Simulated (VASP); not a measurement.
Here is a VASP 6.6.1 calculation.

INCAR

```
SYSTEM = Al6N6O
ALGO = Normal
EDIFF = 1E-6
ENCUT = 520
GGA = PE
GGA_COMPAT = .FALSE.
ISIF = 2
ISMEAR = 0
LASPH = .TRUE.
LCHARG = .FALSE.
LREAL = .FALSE.
LWAVE = .FALSE.
NBANDS = 39
NELECT = 56.0
NELM = 120
PREC = Accurate
SIGMA = 0.05
```

File KPOINTS:

```
k-points
0
G
  6 6 4
  0 0 0
```

POSCAR

```
Al6N6O
1.0
    0.0000000000      5.4209177894      0.0000000000
    4.6946525174      2.7104588947      0.0000000000
    1.5648841725      2.7104588947     -5.0173032437
Al N O
6 6 1
Direct
    0.3339095018      0.0005761684      0.9982714947
    0.6672428351      0.3339095018      0.9982714947
    0.0005761684      0.6672428351      0.9982714947
    0.1672428351      0.5005761684      0.4982714947
    0.5005761684      0.8339095018      0.4982714947
    0.8339095018      0.1672428351      0.4982714947
    0.4610904982      0.1277571649      0.6167285053
    0.7944238316      0.4610904982      0.6167285053
    0.1277571649      0.7944238316      0.6167285053
    0.2944238316      0.6277571649      0.1167285053
    0.6277571649      0.9610904982      0.1167285053
    0.9610904982      0.2944238316      0.1167285053
   -0.4438682760      0.8894176759      0.6649381614
```

Potentials or basis: VASP PAW PBE potentials, release 64 (Al, N, O).

Launch:

```sh
$ cat potpaw_PBE.64/Al/POTCAR potpaw_PBE.64/N/POTCAR potpaw_PBE.64/O/POTCAR > POTCAR
$ mpirun -np 1 vasp_std > vasp.out
```

Q: What does it give for the largest force?

A: 40.866 eV/Å.

Forces in eV/Å, atoms in the order of the input:
```
Al    0.800  -0.266  -1.620
Al   -0.459  -0.034   0.300
Al    0.143   0.279   0.306
Al   -0.393  -0.658   0.308
Al  -13.242 -19.318  17.959
Al    1.169   1.920   0.769
N    40.095   1.875   7.675
N    -3.525  -0.321   0.315
N    -0.412  -0.185  -0.258
N    -0.124  -0.084  -1.013
N    -0.303  -0.132  -0.010
N     0.339   0.325  -0.243
O   -24.087  16.599 -24.489
```

Caveat: the cell carries a net charge on a neutralising background, which shifts energy and pressure; the standard files for N, O and F lose accuracy on very short bonds.
